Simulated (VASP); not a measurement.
MoP4: single point with PBEsol

MoP4:

```xyz
10
Lattice="2.6998 -5.6684 0.0062 2.6998 5.6684 0.0062 -2.0720 0.0000 5.3726" Properties=species:S:1:pos:R:3 pbc="T T T"
Mo    2.1818   -5.0137    1.3494
Mo    1.1458    5.0137    4.0357
P     0.0834    1.0732    3.6813
P     2.2082    1.0732    4.3901
P     3.2442   -1.0732    1.7038
P     1.1194   -1.0732    0.9950
P     1.1034    2.5093    1.0337
P     3.2603    2.5093    1.6651
P     2.2243   -2.5093    4.3514
P     0.0674   -2.5093    3.7200
```

This cell differs from its parent crystal: biaxial strain in the a-b plane: +2.0 %, then relaxed in part.

```json
{
  "Program": "VASP 6.6.1",
  "Task": "single point",
  "Functional": "PBEsol",
  "Potentials or basis": "VASP PAW PBE potentials, release 64 (Mo_sv, P)",
  "Cutoff": "500 eV",
  "k mesh": "8 × 8 × 8",
  "Occupations": "gaussian, width 0.1 eV",
  "Spin": "no spin polarisation"
}
```

```
Pressure               : -4.9 GPa
Largest force          : 0.034 eV/Å
Band gap on the k mesh : zero (bands 34 and 35 overlap by 0.24 eV)
```

Forces in eV/Å, atoms in the order of the input:
```
Mo   0.000 -0.007  0.000
Mo   0.000  0.007  0.000
P    0.020  0.020  0.018
P   -0.020  0.020 -0.018
P   -0.020 -0.020 -0.018
P    0.020 -0.020  0.018
P    0.024  0.022 -0.008
P   -0.024  0.022  0.008
P   -0.024 -0.022  0.008
P    0.024 -0.022 -0.008
```

Stress tensor (GPa, compression positive):
```
-7.47  0.00 -0.03
 0.00 -7.28  0.00
-0.03  0.00  0.09
```

Levels at points of the mesh, in eV from the Fermi level:
```tsv
k point	band 30	band 31	band 32	band 33	band 34	band 35	band 36	band 37	band 38	band 39
(0.00, 0.00, 0.00)	-2.47	-1.08	-0.65	-0.65	-0.18	0.33	0.55	1.30	2.17	2.18
(0.50, 0.00, 0.00)	-2.36	-1.97	-1.87	-1.35	-0.38	0.08	1.26	1.39	1.72	1.72
(0.50, 0.50, 0.00)	-2.16	-1.59	-1.43	-1.32	-0.87	0.56	1.03	1.14	1.31	1.33
(0.00, 0.00, 0.50)	-2.59	-2.23	-2.23	-0.27	-0.27	1.15	1.15	1.86	1.86	2.01
(0.50, 0.00, 0.50)	-2.60	-2.13	-1.79	-1.47	-1.24	0.28	0.82	1.24	1.29	1.52
(0.50, 0.50, 0.50)	-2.50	-2.38	-2.38	-1.59	-1.59	0.98	0.98	1.34	1.34	1.82
```

Run time: 11 min on 1 thread of Intel(R) Xeon(R) 6975P-C (Granite Rapids) (shared host), peak memory 0.85 GiB.

Caveat: the cell differs from its parent crystal (biaxial strain in the a-b plane: +2.0 %, then relaxed in part); the cell stands under tension; the PAW data sets were made with another functional, which shifts forces and pressure a little.
